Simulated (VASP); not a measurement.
A run of VASP 6.6.1 is set up as follows.

File INCAR:

```
SYSTEM = Ta
PREC     = Accurate       ! precision mode
ENCUT    = 520            ! plane-wave cutoff, eV
EDIFF    = 1E-7           ! SCF threshold, eV
ISMEAR   = 0              ! smearing method
SIGMA    = 0.1            ! smearing width, eV
LREAL    = .False.        ! projectors in reciprocal space
LASPH    = .True.         ! aspherical terms in the spheres
NELM     = 60             ! most SCF steps
ALGO     = Normal         ! electronic algorithm
ISIF     = 2              ! what is computed and relaxed
LWAVE    = .False.        ! write WAVECAR
LCHARG   = .False.        ! write CHGCAR
GGA      = PE             ! functional
NBANDS   = 12             ! bands
```

File KPOINTS:

```
regular mesh
0
Gamma
  18 18 18
  0 0 0
```

POSCAR

```
Ta
1.0
   -1.6594766944      1.6594766944      1.6594766944
    1.6594766944     -1.6594766944      1.6594766944
    1.6594766944      1.6594766944     -1.6594766944
Ta
1
Direct
    0.0000000000      0.0000000000      0.0000000000
```

Potentials or basis: VASP PAW PBE potentials, release 64 (Ta_pv).

The run is started by

```sh
$ cat potpaw_PBE.64/Ta_pv/POTCAR > POTCAR
$ mpirun -np 1 vasp_std > vasp.out
```

Q: Predict the pressure.

A: 0.1 GPa.
